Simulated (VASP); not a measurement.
# BiOs (Fm-3m) in VASP: notebook

BiOs is run at these levels: r2SCAN; tasks: single point.

Program: VASP 6.6.1. These are calculated values, not measurements. Logs are shortened: lines on timing, memory, paths and dates and some standing lists are left out, and cuts for length are marked.

**1. The cell of the first run**

The structure is cubic, space group Fm-3m (No. 225). The conventional cell has a = 5.579 Å, b = 5.579 Å, c = 5.579 Å, α = 90.00°, β = 90.00°, γ = 90.00°. Os (site symmetry m-3m) has 6 Bi at 2.79 Å within 3.7 Å. Within 3.7 Å of Bi (site symmetry m-3m) lie 6 Os at 2.79 Å.

**2. Single point, r2SCAN (21.71 Å³/atom)**

POSCAR reads:

```
BiOs
1.0
    0.0000000000      2.7895252664      2.7895252664
    2.7895252664      0.0000000000      2.7895252664
    2.7895252664      2.7895252664      0.0000000000
Os Bi
1 1
Direct
    0.5000000000      0.5000000000      0.5000000000
    0.0000000000      0.0000000000      0.0000000000
```

INCAR.step1 reads:

```
PREC = Accurate ; ENCUT = 520
ISMEAR = 0 ; SIGMA = 0.05
LREAL = False ; LASPH = True
NELM = 100 ; NBANDS = 18
GGA = PE ; ALGO = Normal
EDIFF = 1E-4 ; LWAVE = True
LCHARG = False
```

INCAR.step2 reads:

```
PREC = Accurate ; ENCUT = 520
EDIFF = 1E-7 ; ISMEAR = 0
SIGMA = 0.05 ; LREAL = False
LASPH = True ; NELM = 100
ALGO = Normal ; ISIF = 2
LWAVE = False ; LCHARG = True
METAGGA = R2SCAN ; LMIXTAU = True
LELF = True ; LVHAR = True
NBANDS = 18 ; ISTART = 1
```

KPOINTS reads:

```
regular mesh
0
Gamma
  10 10 10
```

Potentials or basis: VASP PAW PBE potentials, release 64 (Os, Bi_d).

Launch:

```console
> cat potpaw_PBE.64/Os/POTCAR potpaw_PBE.64/Bi_d/POTCAR > POTCAR
> cp INCAR.step1 INCAR
> mpirun -np 1 vasp_std > vasp.out
> cp INCAR.step2 INCAR
> mpirun -np 1 vasp_std > vasp.out
```

OUTCAR:

```text
PREC = Accurate
   ENCUT = 520
   EDIFF = 1E-7
   ISMEAR = 0
   LREAL = False
   LASPH = True
   NELM = 100
   ISIF = 2
   METAGGA = R2SCAN
   ISTART = 1

 ion  position               nearest neighbor table
   1  0.500  0.500  0.500-   2 2.79   2 2.79   2 2.79   2 2.79   2 2.79   2 2.79
   2  0.000  0.000  0.000-   1 2.79   1 2.79   1 2.79   1 2.79   1 2.79   1 2.79

  LATTYP: Found a face centered cubic cell.
 ALAT       =     5.5790505328

  Lattice vectors:

 A1 = (   0.0000000000,   2.7895252664,   2.7895252664)
 A2 = (   2.7895252664,   0.0000000000,   2.7895252664)
 A3 = (   2.7895252664,   2.7895252664,   0.0000000000)

Analysis of symmetry for initial positions (statically):
=====================================================================
 Subroutine PRICEL returns:
 Original cell was already a primitive cell.

 Routine SETGRP: Setting up the symmetry group for a
 face centered cubic supercell.

 Subroutine GETGRP returns: Found 48 space group operations
 (whereof 48 operations were pure point group operations)
 out of a pool of 48 trial point group operations.

The static configuration has the point symmetry O_h .

Analysis of symmetry for dynamics (positions and initial velocities):
=====================================================================
 Subroutine PRICEL returns:
 Original cell was already a primitive cell.

 Routine SETGRP: Setting up the symmetry group for a
 face centered cubic supercell.

 Subroutine GETGRP returns: Found 48 space group operations
 (whereof 48 operations were pure point group operations)
 out of a pool of 48 trial point group operations.

The dynamic configuration has the point symmetry O_h .

 Subroutine INISYM returns: Found 48 space group operations
 (whereof 48 operations are pure point group operations),
 and found     1 'primitive' translations

----------------------------------------------------------------------------------------

                                     Primitive cell

  volume of cell :      43.4131

  direct lattice vectors                    reciprocal lattice vectors
     0.000000000  2.789525266  2.789525266    -0.179241969  0.179241969  0.179241969
     2.789525266  0.000000000  2.789525266     0.179241969 -0.179241969  0.179241969
     2.789525266  2.789525266  0.000000000     0.179241969  0.179241969 -0.179241969

  length of vectors
     3.944984464  3.944984464  3.944984464     0.310456196  0.310456196  0.310456196

[... 79 lines left out ...]
   NELM   =    100;   NELMIN=  2; NELMDL=  0     # of ELM steps
   EDIFF  = 0.1E-06   stopping-criterion for ELM
   LREAL  =      F    real-space projection
   EDIFFG = 0.1E-05   stopping-criterion for IOM
   NSW    =      0    number of steps for IOM
   IBRION =     -1    ionic relax: 0-MD 1-quasi-New 2-CG
   NFREE  =      0    steps in history (QN), initial steepest desc. (CG)
   ISIF   =      2    stress and relaxation
   ISYM   =      2    0-nonsym 1-usesym 2-fastsym
   POTIM  = 0.5000    time-step for ionic-motion
   TEBEG  =    0.0;   TEEND  =   0.0 temperature during run
   PSTRESS=    0.0 pullay stress
   NELECT =      23.0000    total number of electrons
   NUPDOWN=      -1.0000    fix difference up-down
   EMIN   =  10.00;   EMAX   =-10.00  energy-range for DOS
   EFERMI =   0.00;   METHOD = LEGACY
   ISMEAR =     0;   SIGMA  =   0.05  broadening in eV -4-tet -1-fermi 0-gaus
   EFERMI_NEDOS =   21; number of points for ismear=-14 and -15
   IALGO  =     38    algorithm
   IMIX   =      4    mixing-type and parameters
     AMIX     =   0.40;   BMIX     =  1.00
     AMIX_MAG =   1.60;   BMIX_MAG =  1.00
  volume/ion in A,a.u.               =      21.71       146.48
  Fermi-wavevector in a.u.,A,eV,Ry     =   1.324678  2.503279 23.875137  1.754773
  Thomas-Fermi vector in A             =   2.454195
   LORBIT       =      0    0 simple, 1 ext, 2 COOP (PROOUT), +10 PAW based schemes
   METAGGA = R2SCAN    functional components
   LHFCALC =     F    Hartree Fock is set to
   AEXX    =    0.0000 exact exchange contribution
   IVDW    =     0    specifies the selected vdW correction
   LEPSILON=     F    determine dielectric tensor
   LRPA    =     F    only Hartree local field effects (RPA)
 non-spin polarized calculation
 Gauss-broadening in eV      SIGMA  =   0.05
  energy-cutoff  :      520.00
  volume of cell :       43.41
 maximum number of plane-waves:      1211
 NGX is ok and might be reduce to    30
   NGX = 15   NGY = 15   NGZ = 15

 number of electron      23.0000009 magnetization

 Free energy of the ion-electron system (eV)
  ---------------------------------------------------
  ext. energy  EPLUGINS =         0.00000000
  ---------------------------------------------------
  free energy    TOTEN  =      -108.67553706 eV

  energy without entropy =     -108.67213180  energy(sigma->0) =     -108.67383443

 E-fermi :   7.9511     XC(G=0): -12.6177

 val. band max:        7.9507508831   @ k =  -0.3000   0.5000   0.2000
 cond. band min:       7.9577901581   @ k =   0.2000   0.0000   0.0000
 fundamental gap:      0.0070392751
 Fermi energy:         7.9510675676

 k-point     1 :       0.0000    0.0000    0.0000
  band No.  band energies     occupation
      1     -15.4835      2.00000
      2     -15.4835      2.00000
      3     -15.3874      2.00000
      4     -15.3874      2.00000
      5     -15.3874      2.00000
      6      -5.6207      2.00000
[... 481 lines left out ...]
      5     -15.3281      2.00000
      6      -3.8378      2.00000
[... 10 lines left out ...]
     17      20.0770      0.00000
     18      20.3642      0.00000

 [... further k-points ...]

------------------------ aborting loop because EDIFF is reached ----------------------------------------

  FORCE on cell =-STRESS in cart. coord.  units (eV):
  Direction    XX          YY          ZZ          XY          YZ          ZX
  --------------------------------------------------------------------------------------
  -------------------------------------------------------------------------------------
  Total       -0.5665813     -0.5665813     -0.5665813      0.0000000     -0.0000000     -0.0000000
  in kB      -20.9098968    -20.9098968    -20.9098968      0.0000000     -0.0000000     -0.0000000
  external PRESSURE =     -20.9098968 kB  Pullay stress =       0.0000000 kB

 VOLUME and BASIS-vectors are now :
 -----------------------------------------------------------------------------
  energy-cutoff  :      520.00
  volume of cell :       43.41
      direct lattice vectors                 reciprocal lattice vectors
     0.000000000  2.789525266  2.789525266    -0.179241969  0.179241969  0.179241969
     2.789525266  0.000000000  2.789525266     0.179241969 -0.179241969  0.179241969
     2.789525266  2.789525266  0.000000000     0.179241969  0.179241969 -0.179241969

 POSITION                                       TOTAL-FORCE (eV/Angst)
 -----------------------------------------------------------------------------------
      2.78953      2.78953      2.78953        -0.000000     -0.000000     -0.000000
      0.00000      0.00000      0.00000         0.000000      0.000000      0.000000
 -----------------------------------------------------------------------------------
    total drift:                               -0.000000      0.000000      0.000000

  FREE ENERGIE OF THE ION-ELECTRON SYSTEM (eV)
  ---------------------------------------------------
  free  energy   TOTEN  =      -108.6755370591 eV

  energy  without entropy=     -108.6721318008  energy(sigma->0) =     -108.67383443
```

OSZICAR.step1:

```text
N       E                     dE             d eps       ncg     rms          rms(c)
DAV:   1     0.201576317876E+03    0.20158E+03   -0.11534E+04  1700   0.145E+03
DAV:   2     0.320980233381E+01   -0.19837E+03   -0.19333E+03  1702   0.414E+02
DAV:   3    -0.120748694066E+02   -0.15285E+02   -0.14948E+02  2004   0.115E+02
DAV:   4    -0.125016494269E+02   -0.42678E+00   -0.42324E+00  2012   0.196E+01
DAV:   5    -0.125141336709E+02   -0.12484E-01   -0.12483E-01  2338   0.334E+00    0.785E+00
DAV:   6    -0.123797079970E+02    0.13443E+00   -0.36128E-01  2276   0.452E+00    0.375E+00
DAV:   7    -0.123523359557E+02    0.27372E-01   -0.75391E-02  2232   0.316E+00    0.211E+00
DAV:   8    -0.123473075310E+02    0.50284E-02   -0.24524E-02  2164   0.113E+00    0.189E-01
DAV:   9    -0.123467773601E+02    0.53017E-03   -0.24354E-03  2108   0.686E-01    0.545E-02
DAV:  10    -0.123467919905E+02   -0.14630E-04   -0.64417E-05  1048   0.804E-02
   1 F= -.12346792E+02 E0= -.12344421E+02  d E =-.474268E-02
```

It took 93 s on 1 thread of Intel Xeon 6975P-C (Granite Rapids), shared host; peak memory 0.19 GiB.

What came out:

```yaml
Free_energy: -108.6755 eV
Pressure: -2.1 GPa
Band_gap_on_the_k_mesh: zero (an odd number of electrons rules out a gap without spin polarisation)
```

Levels at points of the mesh, in eV from the Fermi level:
| k point | band 9 | band 10 | band 11 | band 12 | band 13 | band 14 |
| --- | --- | --- | --- | --- | --- | --- |
| (0.00, 0.00, 0.00) | -1.52 | -0.97 | -0.97 | 2.02 | 2.02 | 2.02 |
| (0.50, 0.00, 0.00) | -3.58 | -0.59 | -0.59 | -0.26 | 4.80 | 6.87 |
| (0.50, 0.50, 0.00) | -0.97 | -0.97 | -0.46 | -0.12 | -0.12 | 0.34 |

Caveat: the PAW data sets were made with another functional, which shifts forces and pressure a little; spin-orbit coupling is left out, which moves the levels of the heavy elements.

**3. Single point, r2SCAN (22.13 Å³/atom)**

This run uses another cell than the first one, of 22.13 Å³/atom.

POSCAR reads:

```
BiOs
1.0
    0.0000000000      2.8076395744      2.8076395744
    2.8076395744      0.0000000000      2.8076395744
    2.8076395744      2.8076395744      0.0000000000
Os Bi
1 1
Direct
    0.5000000000      0.5000000000      0.5000000000
    0.0000000000      0.0000000000      0.0000000000
```

INCAR.step1 reads:

```
SYSTEM = BiOs
PREC = Accurate
ENCUT = 520
ISMEAR = 0
SIGMA = 0.05
LREAL = .FALSE.
LASPH = .TRUE.
NELM = 60
NBANDS = 18
GGA = PE
ALGO = Normal
EDIFF = 1E-4
LWAVE = .TRUE.
LCHARG = .FALSE.
```

INCAR.step2 reads:

```
SYSTEM = BiOs
PREC = Accurate
ENCUT = 520
EDIFF = 1E-6
ISMEAR = 0
SIGMA = 0.05
LREAL = .FALSE.
LASPH = .TRUE.
NELM = 60
ALGO = Normal
ISIF = 2
LWAVE = .FALSE.
LCHARG = .FALSE.
METAGGA = R2SCAN
LMIXTAU = .TRUE.
NBANDS = 18
ISTART = 1
```

KPOINTS reads:

```
Automatic mesh
0
G
  10 10 10
  0 0 0
```

Potentials or basis: VASP PAW PBE potentials, release 64 (Os, Bi_d).

Launch:

```console
> cat potpaw_PBE.64/Os/POTCAR potpaw_PBE.64/Bi_d/POTCAR > POTCAR
> cp INCAR.step1 INCAR
> mpirun -np 1 vasp_std > vasp.out
> cp INCAR.step2 INCAR
> mpirun -np 1 vasp_std > vasp.out
```

OUTCAR:

```text
SYSTEM = BiOs
   PREC = Accurate
   ENCUT = 520
   EDIFF = 1E-6
   ISMEAR = 0
   LREAL = .FALSE.
   LASPH = .TRUE.
   NELM = 60
   ISIF = 2
   METAGGA = R2SCAN
   ISTART = 1

 ion  position               nearest neighbor table
   1  0.500  0.500  0.500-   2 2.81   2 2.81   2 2.81   2 2.81   2 2.81   2 2.81
   2  0.000  0.000  0.000-   1 2.81   1 2.81   1 2.81   1 2.81   1 2.81   1 2.81

  LATTYP: Found a face centered cubic cell.
 ALAT       =     5.6152791488

  Lattice vectors:

[... 693 lines left out ...]

  FORCE on cell =-STRESS in cart. coord.  units (eV):
  Direction    XX          YY          ZZ          XY          YZ          ZX
  --------------------------------------------------------------------------------------
  -------------------------------------------------------------------------------------
  Total       -1.2323291     -1.2323291     -1.2323291      0.0000000     -0.0000000     -0.0000000
  in kB      -44.6049667    -44.6049667    -44.6049667      0.0000000     -0.0000000     -0.0000000
  external PRESSURE =     -44.6049667 kB  Pullay stress =       0.0000000 kB

 VOLUME and BASIS-vectors are now :
 -----------------------------------------------------------------------------
  energy-cutoff  :      520.00
  volume of cell :       44.26
      direct lattice vectors                 reciprocal lattice vectors
     0.000000000  2.807639574  2.807639574    -0.178085537  0.178085537  0.178085537
     2.807639574  0.000000000  2.807639574     0.178085537 -0.178085537  0.178085537
     2.807639574  2.807639574  0.000000000     0.178085537  0.178085537 -0.178085537

 POSITION                                       TOTAL-FORCE (eV/Angst)
 -----------------------------------------------------------------------------------
      2.80764      2.80764      2.80764         0.000000     -0.000000      0.000000
      0.00000      0.00000      0.00000        -0.000000      0.000000     -0.000000
 -----------------------------------------------------------------------------------
    total drift:                               -0.000000      0.000000      0.000000

  FREE ENERGIE OF THE ION-ELECTRON SYSTEM (eV)
  ---------------------------------------------------
  free  energy   TOTEN  =      -108.6584570140 eV

  energy  without entropy=     -108.6550163708  energy(sigma->0) =     -108.65673669
```

OUTCAR.step1:

```text
SYSTEM = BiOs
   PREC = Accurate
   ENCUT = 520
   ISMEAR = 0
   LREAL = .FALSE.
   LASPH = .TRUE.
[... 726 lines left out ...]
      2.80764      2.80764      2.80764         0.000000      0.000000      0.000000
      0.00000      0.00000      0.00000        -0.000000     -0.000000     -0.000000
 -----------------------------------------------------------------------------------
    total drift:                               -0.000000      0.000000      0.000000

  FREE ENERGIE OF THE ION-ELECTRON SYSTEM (eV)
  ---------------------------------------------------
  free  energy   TOTEN  =       -12.3460175245 eV

  energy  without entropy=      -12.3409319038  energy(sigma->0) =      -12.34347471
```

Run time: 78 s. Hardware: 1 thread of Intel Xeon 6975P-C (Granite Rapids), shared host; peak memory 0.19 GiB.

What came out:

| Quantity | Value |
| --- | --- |
| Free energy | -108.6585 eV |
| Pressure | -4.5 GPa |
| Band gap on the k mesh | zero (an odd number of electrons rules out a gap without spin polarisation) |

Caveat: the cell stands under tension; the PAW data sets were made with another functional, which shifts forces and pressure a little; spin-orbit coupling is left out, which moves the levels of the heavy elements.

(Continued in part 2 of 2.)
